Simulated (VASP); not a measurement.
# Si4O7 in VASP: a series of runs

The runs below take Si4O7 through single point, with PBE.

Everything below comes from runs of VASP 6.6.1. Logs are shortened: lines on timing, memory, paths and dates and some standing lists are left out, and cuts for length are marked.

## Step 1: The cell of the first run

The cell holds an amorphous packing of atoms, 22 atoms: a = 7.085 Å, b = 6.974 Å, c = 7.133 Å, α = 90.58°, β = 88.43°, γ = 88.92°.

## Step 2: Single point, PBE

Input file INCAR:

```
PREC     = Accurate       # precision mode
ENCUT    = 520            # plane-wave cutoff, eV
EDIFF    = 1E-6           # SCF threshold, eV
ISMEAR   = -1             # smearing method
SIGMA    = 0.3447         # smearing width, eV
LREAL    = False          # projectors in reciprocal space
LASPH    = True           # aspherical terms in the spheres
NELM     = 120            # most SCF steps
ALGO     = Normal         # electronic algorithm
ISIF     = 2              # what is computed and relaxed
LWAVE    = False          # write WAVECAR
LCHARG   = True           # write CHGCAR
GGA      = PE             # functional
LELF     = True           # ELF
LVHAR    = True         
NBANDS   = 75             # bands
ISYM     = 0            
GGA_COMPAT= False
```

Input file KPOINTS:

```
Automatic mesh
0
Gamma
  1 1 1
  0.25 0.25 0.25
```

Input file POSCAR:

```
Si4O7
1.0
    7.0842070000      0.0663610000      0.0972760000
    0.0663610000      6.9740900000     -0.0358550000
    0.0972760000     -0.0358550000      7.1323860000
Si O
8 14
Direct
    0.4664952092      0.1333643064      0.1540584019
    0.5183059634      0.2769075639      0.5913421946
    0.5736910918      0.7239784414      0.0051463665
    0.2606087509      0.3436970280      0.7952381265
   -0.0776965806      0.6323556835      0.6414008055
    0.1288925921      0.8098739742      0.2844910351
   -0.1631885600      0.0177894783      0.9239176304
    0.7603058672      0.5160401587      0.2741366082
    0.0808608347      0.7239641557      0.4652958934
    0.2890502255      1.1811753404      0.6463196737
    0.5814781095      0.6206112853      0.2232443888
    0.4853734413      0.2523653768      0.3568182336
    0.8564834719      0.4535638715      1.0893420864
    0.0502043626      0.4282526066      0.7616743286
    0.8398388934      0.7926119243      0.8276235936
    0.6614080272      0.0023797147      1.0635069663
    0.3452096108      0.3483724149      0.0426448152
    0.9482659226      0.8398280964      0.1466351541
    0.4478933983      0.5310353484      0.6851475781
    0.3229497103     -0.0927289031      0.2158290296
   -0.2055077567      0.4965446280      0.5342971595
    0.6842588970      1.1819060884      0.6714694458
```

Potentials or basis: VASP PAW PBE potentials, release 64 (Si, O).

Started as:

```bash
cat potpaw_PBE.64/Si/POTCAR potpaw_PBE.64/O/POTCAR > POTCAR
mpirun -np 1 vasp_std > vasp.out
```

OUTCAR:

```text
PREC = Accurate
   ENCUT = 520
   EDIFF = 1E-6
   ISMEAR = -1
   LREAL = False
   LASPH = True
   NELM = 120
   ISIF = 2
   GGA = PE
   ISYM = 0

 ion  position               nearest neighbor table
   1  0.466  0.133  0.154-  12 1.67  16 1.75  17 1.91  20 1.94   3 3.11   7 3.14
   2  0.518  0.277  0.591-  22 1.47  12 1.70  10 1.80  19 1.94   4 2.34  21 2.53
   3  0.574  0.724  0.005-  11 1.72  16 2.09  15 2.30   8 2.77   7 2.85   1 3.11
   4  0.261  0.344  0.795-  10 1.55  14 1.62  17 1.88  19 2.03   2 2.34
   5  0.922  0.632  0.641-  21 1.54   9 1.79  15 1.81  14 1.90   8 3.00
   6  0.129  0.810  0.284-   9 1.46  20 1.61  18 1.65
   7  0.837  0.018  0.924-  16 1.58  15 1.71  18 2.18  22 2.41   3 2.85   1 3.14
   8  0.760  0.516  0.274-  11 1.50  13 1.52  21 1.88   3 2.77   5 3.00
   9  0.081  0.724  0.465-   6 1.46   5 1.79
  10  0.289  0.181  0.646-   4 1.55   2 1.80
  11  0.581  0.621  0.223-   8 1.50   3 1.72
  12  0.485  0.252  0.357-   1 1.67   2 1.70
  13  0.856  0.454  0.089-   8 1.52
  14  0.050  0.428  0.762-   4 1.62   5 1.90
  15  0.840  0.793  0.828-   7 1.71   5 1.81   3 2.30
  16  0.661  0.002  0.064-   7 1.58   1 1.75   3 2.09
  17  0.345  0.348  0.043-   4 1.88   1 1.91
  18  0.948  0.840  0.147-   6 1.65   7 2.18
  19  0.448  0.531  0.685-   2 1.94   4 2.03
  20  0.323  0.907  0.216-   6 1.61   1 1.94
  21  0.794  0.497  0.534-   5 1.54   8 1.88   2 2.53
  22  0.684  0.182  0.671-   2 1.47   7 2.41

IMPORTANT INFORMATION: All symmetrisations will be switched off!
NOSYMM: (Re-)initialisation of all symmetry stuff for point group C_1.

----------------------------------------------------------------------------------------

                                     Primitive cell

  volume of cell :     352.2750

  direct lattice vectors                    reciprocal lattice vectors
     7.084207000  0.066361000  0.097276000     0.141198275 -0.001353488 -0.001932556
     0.066361000  6.974090000 -0.035855000    -0.001353488  0.143404563  0.000739364
     0.097276000 -0.035855000  7.132386000    -0.001932556  0.000739364  0.140235610

  length of vectors
     7.085185617  6.974497881  7.133139439     0.141217986  0.143412856  0.140250874

  position of ions in fractional coordinates (direct lattice)
     0.466495209  0.133364306  0.154058402
     0.518305963  0.276907564  0.591342195
     0.573691092  0.723978441  0.005146367
     0.260608751  0.343697028  0.795238127
     0.922303419  0.632355684  0.641400805
     0.128892592  0.809873974  0.284491035
[... 14 lines left out ...]
     0.794492243  0.496544628  0.534297159
     0.684258897  0.181906088  0.671469446

  ion indices of the primitive-cell ions
   primitive index   ion index
                 1           1
                 2           2
                 3           3
                 4           4
                 5           5
                 6           6
[... 14 lines left out ...]
                21          21
                22          22

----------------------------------------------------------------------------------------

 KPOINTS: Automatic mesh

Automatic generation of k-mesh.
 Grid dimensions read from file:
 generate k-points for:    1    1    1

 Generating k-lattice:

  Cartesian coordinates                     Fractional coordinates (reciprocal lattice)
     0.141198275 -0.001353488 -0.001932556     1.000000000 -0.000000000  0.000000000
    -0.001353488  0.143404563  0.000739364    -0.000000000  1.000000000  0.000000000
    -0.001932556  0.000739364  0.140235610     0.000000000  0.000000000  1.000000000

  Length of vectors
     0.141217986  0.143412856  0.140250874

  Shift w.r.t. Gamma in fractional coordinates (k-lattice)
     0.250000000  0.250000000  0.250000000

 Subroutine IBZKPT returns following result:
 ===========================================

 Found      1 irreducible k-points:

 Following reciprocal coordinates:
            Coordinates               Weight
  0.250000  0.250000  0.250000      2.000000
   k-points           NKPTS =      1   k-points in BZ     NKDIM =      1   number of bands    NBANDS=     75
   number of dos      NEDOS =    301   number of ions     NIONS =     22
   total plane-waves  NPLWV = 157464
   dimension x,y,z NGX =    54 NGY =   54 NGZ =   54
   dimension x,y,z NGXF=   108 NGYF=  108 NGZF=  108
   ions per type =               8  14
   NGX,Y,Z   is equivalent  to a cutoff of  12.67, 12.87, 12.59 a.u.
   NGXF,Y,Z  is equivalent  to a cutoff of  25.34, 25.74, 25.17 a.u.
 SYSTEM =  unknown system
   PREC   = accura    normal or accurate (medium, high low for compatibility)
   ISTART =      0    job   : 0-new  1-cont  2-samecut
   ICHARG =      2    charge: 1-file 2-atom 10-const
   ISPIN  =      1    spin polarized calculation?
   LNONCOLLINEAR =      F non collinear calculations
   LSORBIT =      F    spin-orbit coupling
   LASPH  =      T    aspherical Exc in radial PAW
   ENCUT  =  520.0 eV  38.22 Ry    6.18 a.u.  13.17 12.97 13.26*2*pi/ulx,y,z
   NELM   =    120;   NELMIN=  2; NELMDL= -5     # of ELM steps
   EDIFF  = 0.1E-05   stopping-criterion for ELM
   LREAL  =      F    real-space projection
   EDIFFG = 0.1E-04   stopping-criterion for IOM
   NSW    =      0    number of steps for IOM
   IBRION =     -1    ionic relax: 0-MD 1-quasi-New 2-CG
   NFREE  =      0    steps in history (QN), initial steepest desc. (CG)
   ISIF   =      2    stress and relaxation
   ISYM   =      0    0-nonsym 1-usesym 2-fastsym
   POTIM  = 0.5000    time-step for ionic-motion
   TEBEG  =    0.0;   TEEND  =   0.0 temperature during run
   PSTRESS=    0.0 pullay stress
   NELECT =     116.0000    total number of electrons
   NUPDOWN=      -1.0000    fix difference up-down
   EMIN   =  10.00;   EMAX   =-10.00  energy-range for DOS
   EFERMI =   0.00;   METHOD = LEGACY
   ISMEAR =    -1;   SIGMA  =   0.34  broadening in eV -4-tet -1-fermi 0-gaus
   EFERMI_NEDOS =   21; number of points for ismear=-14 and -15
   IALGO  =     38    algorithm
   IMIX   =      4    mixing-type and parameters
     AMIX     =   0.40;   BMIX     =  1.00
     AMIX_MAG =   1.60;   BMIX_MAG =  1.00
  volume/ion in A,a.u.               =      16.01       108.06
  Fermi-wavevector in a.u.,A,eV,Ry     =   1.130490  2.136317 17.388364  1.278009
  Thomas-Fermi vector in A             =   2.267187
   LORBIT       =      0    0 simple, 1 ext, 2 COOP (PROOUT), +10 PAW based schemes
   GGA     = PE    functional components
   LHFCALC =     F    Hartree Fock is set to
   AEXX    =    0.0000 exact exchange contribution
   IVDW    =     0    specifies the selected vdW correction
   LEPSILON=     F    determine dielectric tensor
   LRPA    =     F    only Hartree local field effects (RPA)
 non-spin polarized calculation
  energy-cutoff  :      520.00
  volume of cell :      352.27
 maximum number of plane-waves:      9479
 NGX is ok and might be reduce to    54
   NGX = 27   NGY = 25   NGZ = 27

 number of electron     116.0000002 magnetization

 Free energy of the ion-electron system (eV)
  ---------------------------------------------------
  ext. energy  EPLUGINS =         0.00000000
  ---------------------------------------------------
  free energy    TOTEN  =      -148.70747526 eV

  energy without entropy =     -147.98703775  energy(sigma->0) =     -148.34725651

 E-fermi :   2.8422     XC(G=0):  -8.2958

 val. band max:        2.2202841427   @ k =   0.2500   0.2500   0.2500
 cond. band min:       3.5081187818   @ k =   0.2500   0.2500   0.2500
 fundamental gap:      1.2878346392
 Fermi energy:         2.8421637992

 k-point     1 :       0.2500    0.2500    0.2500
  band No.  band energies     occupation
      1     -20.1395      2.00000
      2     -19.7741      2.00000
      3     -19.1123      2.00000
      4     -18.7533      2.00000
      5     -18.5271      2.00000
      6     -18.1263      2.00000
[... 62 lines left out ...]
     69       6.9997      0.00001
     70       7.2918      0.00000
 [bands above 70 left out]

------------------------ aborting loop because EDIFF is reached ----------------------------------------

  FORCE on cell =-STRESS in cart. coord.  units (eV):
  Direction    XX          YY          ZZ          XY          YZ          ZX
  --------------------------------------------------------------------------------------
  -------------------------------------------------------------------------------------
  Total       11.0410852    -12.5666598     -7.2905643     -1.7272077      2.9248778     -5.9340614
  in kB       50.2158216    -57.1542685    -33.1581246     -7.8554918     13.3026001    -26.9886306
  external PRESSURE =     -13.3655238 kB  Pullay stress =       0.0000000 kB

 VOLUME and BASIS-vectors are now :
 -----------------------------------------------------------------------------
  energy-cutoff  :      520.00
  volume of cell :      352.27
      direct lattice vectors                 reciprocal lattice vectors
     7.084207000  0.066361000  0.097276000     0.141198275 -0.001353488 -0.001932556
     0.066361000  6.974090000 -0.035855000    -0.001353488  0.143404563  0.000739364
     0.097276000 -0.035855000  7.132386000    -0.001932556  0.000739364  0.140235610

 POSITION                                       TOTAL-FORCE (eV/Angst)
 -----------------------------------------------------------------------------------
      3.32859      0.95553      1.13940        -2.619771      1.558251      0.955553
      3.74769      1.94437      4.25817        -4.724946      3.439693     -2.221599
      4.11269      5.08698      0.06655        -1.126960     -1.597762     -0.147197
      1.94637      2.38576      5.68497        -0.230567      5.627342      3.316149
      6.63815      4.44831      4.64176         4.856803      0.266976      4.690919
      0.99452      5.64649      2.01260        -0.793789      3.964312     -8.127909
[... 14 lines left out ...]
      5.71327      3.49651      3.87030        -2.590455     -0.507729     -5.804042
      4.92482      1.28996      4.84922         4.031948     -3.444297      2.834188
 -----------------------------------------------------------------------------------
    total drift:                               -0.000531     -0.000350     -0.000062

  FREE ENERGIE OF THE ION-ELECTRON SYSTEM (eV)
  ---------------------------------------------------
  free  energy   TOTEN  =      -148.7074752623 eV

  energy  without entropy=     -147.9870377510  energy(sigma->0) =     -148.34725651
```

Run time: 80 s. Hardware: 1 thread of AMD EPYC 7R43 (Zen 3), shared host; peak memory 0.36 GiB.

Results:

- Free energy: -148.7075 eV
- Pressure: -1.3 GPa
- Largest force: 9.078 eV/Å
- Band gap on the k mesh: 1.29 eV

Forces on the atoms (eV/Å):
```
Si  -2.620  1.558  0.956
Si  -4.725  3.440 -2.222
Si  -1.127 -1.598 -0.147
Si  -0.231  5.627  3.316
Si   4.857  0.267  4.691
Si  -0.794  3.964 -8.128
Si   5.349  1.574 -2.571
Si   3.150 -1.742  3.391
O   -2.167 -3.130  8.104
O    2.397 -2.004 -0.830
O   -4.332  3.581 -0.155
O    1.338 -0.616 -1.218
O    1.598 -1.770 -0.278
O   -1.165  3.423 -0.853
O    0.243 -2.465 -3.546
O   -5.517  1.045  2.952
O    0.335 -3.685 -2.002
O    2.065  0.032  1.794
O   -1.428 -5.627  0.072
O    1.331  2.077 -0.356
O   -2.590 -0.508 -5.804
O    4.032 -3.444  2.834
```

Caveat: the k points lie up to 0.90 Å⁻¹ apart.

## Step 3: Single point, PBE

Input file INCAR:

```
SYSTEM = Si4O7
PREC = Accurate
ENCUT = 520
EDIFF = 1E-6
ISMEAR = -1
SIGMA = 0.2482
LREAL = .False.
LASPH = .True.
NELM = 120
ALGO = Normal
ISIF = 2
LWAVE = .False.
LCHARG = .True.
GGA = PE
LELF = .True.
LVHAR = .True.
ISYM = 0
NBANDS = 75
GGA_COMPAT = .False.
```

KPOINTS is that of step 2.

Input file POSCAR:

```
Si4O7
1.0
    7.0842070000      0.0663610000      0.0972760000
    0.0663610000      6.9740900000     -0.0358550000
    0.0972760000     -0.0358550000      7.1323860000
Si O
8 14
Direct
    0.3668457625      0.1227375798      0.1168088025
    0.5176728700      0.1855465396      0.5505384348
    0.4739296739      0.7484604211     -0.0466661415
    0.2331545504      0.3302890988      0.7348841150
    0.9495909406      0.6699992271      0.6320098792
    0.0658086694      0.8451342887      0.2525371854
    0.8494578504      0.0432566513      0.8370841266
    0.7160465263      0.5401354510      0.2670983335
    0.0703113941      0.8299043755      0.4899383755
    0.2942545607      0.1323784897      0.6196493746
    0.6141758299      0.6758068100      0.1131735558
    0.5469473684      0.2867968110      0.2033955043
    0.9418690325      0.5940958907      0.2619043692
    0.0732623143      0.4765939505      0.7315817752
    0.9088827209      0.8082021320      0.8170624265
    0.5370369359     -0.0107297361     -0.0460420285
    0.2749927686      0.2688636818     -0.0504724631
    0.9827671940      1.0246722165      0.1575978867
    0.4036166835      0.4333405277      0.6230720278
    0.2919947492      0.9532570086      0.2837047727
    0.7448918188      0.5929734400      0.4990630017
    0.7475980555      0.1003339477      0.5682425384
```

Potentials or basis: VASP PAW PBE potentials, release 64 (Si, O).

Started as:

```bash
cat potpaw_PBE.64/Si/POTCAR potpaw_PBE.64/O/POTCAR > POTCAR
mpirun -np 1 vasp_std > vasp.out
```

Wall time 68 s (1 thread of AMD EPYC 7R43 (Zen 3), shared host); peak memory 0.36 GiB.

Results (log left out):

* Free energy: -150.3298 eV
* Pressure: -8.0 GPa
* Largest force: 7.425 eV/Å
* Band gap on the k mesh: 1.57 eV

Forces in eV/Å, atoms in the order of the input:
```
Si   2.735  1.077 -1.429
Si   0.368  2.317  0.223
Si  -0.949  0.989 -0.713
Si   3.555 -2.015  0.848
Si   0.411 -0.445 -2.511
Si   0.108 -1.297  3.491
Si  -0.148  0.219  0.182
Si   1.069  0.546  1.157
O   -1.629 -2.577  0.919
O    0.500 -3.255 -0.979
O    0.712 -1.190  1.757
O   -0.691 -0.517  2.165
O    2.726  1.143 -3.444
O   -5.771  4.383 -1.615
O   -1.004 -0.237 -0.388
O   -1.172 -0.124  0.889
O   -0.070 -1.209  2.822
O   -1.903  0.470 -2.188
O    4.039 -0.333 -1.195
O    1.934  1.331 -3.385
O   -0.799 -0.150  2.568
O   -4.021  0.875  0.828
```

Stress tensor (GPa, compression positive):
```
-7.57 -4.09 -3.56
-4.09 -9.13  1.31
-3.56  1.31 -7.18
```

Levels at points of the mesh, in eV from the valence-band top:
| k point | band 54 | band 55 | band 56 | band 57 | band 58 | band 59 | band 60 | band 61 | band 62 | band 63 |
| --- | --- | --- | --- | --- | --- | --- | --- | --- | --- | --- |
| (0.25, 0.25, 0.25) | -1.21 | -0.91 | -0.56 | -0.35 | 0.00 | 1.57 | 1.98 | 2.45 | 3.26 | 3.44 |

Caveat: the k points lie up to 0.90 Å⁻¹ apart.

[end of part 1 of 2]
